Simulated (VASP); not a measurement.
Crystal: CuO.

```
Cu O
1.0
     2.34465   -1.71340    0.00000
     2.34465    1.71340    0.00000
    -0.86055    0.00000    5.05944
Cu O
2 2
Direct
  0.00320 0.49680 0.00000
  0.49680 0.00320 0.50000
  0.57140 0.40560 0.25370
  0.40560 0.57140 0.75370
```

Base run:

```yaml
Program: VASP 6.6.1
Functional: PBE
Potentials_or_basis: VASP PAW PBE potentials, release 64 (Cu, O)
Cutoff: 520 eV
k_mesh: 10 × 10 × 6
Occupations: gaussian, width 0.1 eV
Spin: no spin polarisation
```

Its results: pressure 6.4 GPa; largest force 0.786 eV/Å.

**Question.** The run is repeated on the same cell with these changes: k mesh from 10 × 10 × 6 to 1 × 1 × 1. What comes out?

**Answer.** Pressure 5.8 GPa; largest force 1.629 eV/Å.

Caveats: some runs use coarse meshes; the cell stands under pressure (at least some runs); forces of over 1 eV/Å act on the atoms, so gaps and moduli don't describe the material at rest (at least some runs).
